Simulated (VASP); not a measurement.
Set up this calculation in VASP 6.6.1, as the native input.

- Task: single point
- Functional: PBE
- Potentials or basis: VASP PAW PBE potentials, release 64 (Al, N)
- Cutoff: 520 eV
- k mesh: 9 × 9 × 1
- Occupations: gaussian, width 0.1 eV
- Spin: no spin polarisation
- Dipole correction: yes
- Further INCAR settings: ALGO = Normal; EDIFF = 1e-06; NBANDS = 24

The structure of Al8N lies in POSCAR:

```
Al8N
1.0
    2.8543223330      0.0000000000      0.0000000000
   -1.4271611665      2.4719156510      0.0000000000
    0.0000000000      0.0000000000     33.4760593533
Al N
8 1
Direct
    0.3333333333      0.6666666667      0.1194883770
    0.0000000000      0.0000000000      0.1895622803
    0.6666666667      0.3333333333      0.2596361837
    0.0000000000      0.0000000000      0.3297100869
    0.3333333333      0.6666666667      0.3992195594
    0.0000000000      0.0000000000      0.4696536480
    0.6666666667      0.3333333333      0.5400996810
    0.0000000000      0.0000000000      0.6116627748
    0.5555555556     -0.5555555556      0.6854468476
```

One way to write it, as run:

INCAR

```
SYSTEM = Al8N
  ALGO = Normal
  DIPOL = 0.5 0.5 0.400
  EDIFF = 1E-6
  ENCUT = 520
  GGA = PE
  IDIPOL = 3
  ISIF = 2
  ISMEAR = 0
  LASPH = .TRUE.
  LCHARG = .FALSE.
  LDIPOL = .TRUE.
  LREAL = .FALSE.
  LWAVE = .FALSE.
  NBANDS = 24
  NELM = 100
  PREC = Accurate
  SIGMA = 0.1
```

KPOINTS

```
k-points
0
G
  9 9 1
  0 0 0
```

Potentials or basis: VASP PAW PBE potentials, release 64 (Al, N).

Run with:

```sh
$ cat potpaw_PBE.64/Al/POTCAR potpaw_PBE.64/N/POTCAR > POTCAR
$ mpirun -np 1 vasp_std > vasp.out
```

It gave:

| Property | Result |
| --- | --- |
| Largest force | 1.937 eV/Å |

Wall time 5.1 min on 1 thread of Intel(R) Xeon(R) Platinum 8259CL CPU @ 2.50GHz (Skylake/Cascade Lake), on a shared host, peak memory 0.43 GiB.
